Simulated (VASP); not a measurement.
Wanted: the native input for a VASP 6.6.1 run.

| Quantity | Value |
| --- | --- |
| Task | single point |
| Functional | PBEsol |
| Potentials or basis | VASP PAW PBE potentials, release 64 (Mg, S) |
| Cutoff | 520 eV |
| k mesh | 6 × 6 × 4 |
| Occupations | gaussian, width 0.05 eV |
| Spin | no spin polarisation |
| Dipole correction | no |
| Further INCAR settings | ALGO = Normal; EDIFF = 1e-07; NBANDS = 16 |

The structure of MgS lies in POSCAR:

```
MgS
1.0
    4.0346224068      0.0000000000      0.0000000000
   -2.0173112034      3.4940854990      0.0000000000
    0.0000000000      0.0000000000      6.9468777144
Mg S
2 2
Direct
    0.6666666667      0.3333333333      0.4957548500
    0.3333333333      0.6666666667      0.9957548500
    0.3333333333      0.6666666667      0.3792441500
    0.6666666667      0.3333333333      0.8792441500
```

This cell differs from its parent crystal: strain +0.000 along x and y, +0.080 along z.

These files were run (other wordings do the same):

INCAR

```
  PREC = Accurate
  ENCUT = 520
  EDIFF = 1E-7
  ISMEAR = 0
  SIGMA = 0.05
  LREAL = F
  LASPH = T
  NELM = 100
  ALGO = Normal
  ISIF = 2
  LWAVE = F
  LCHARG = T
  GGA = PS
  LELF = T
  LVHAR = T
  NBANDS = 16
```

KPOINTS

```
Automatic mesh
0
Gamma
  6 6 4
```

Potentials or basis: VASP PAW PBE potentials, release 64 (Mg, S).

The run is started by

```console
$ cat potpaw_PBE.64/Mg/POTCAR potpaw_PBE.64/S/POTCAR > POTCAR
$ mpirun -np 1 vasp_std > vasp.out
```

It gave:

```yaml
Pressure: -3.6 GPa
Largest_force: 0.310 eV/Å
Band_gap_on_the_k_mesh: 2.95 eV, direct
```

Caveat: the cell differs from its parent crystal (strain +0.000 along x and y, +0.080 along z); the PAW data sets were made with another functional, which shifts forces and pressure a little.

Run time: 59 s on 1 thread of AMD EPYC 7R13, on a shared host, peak memory 0.19 GiB.
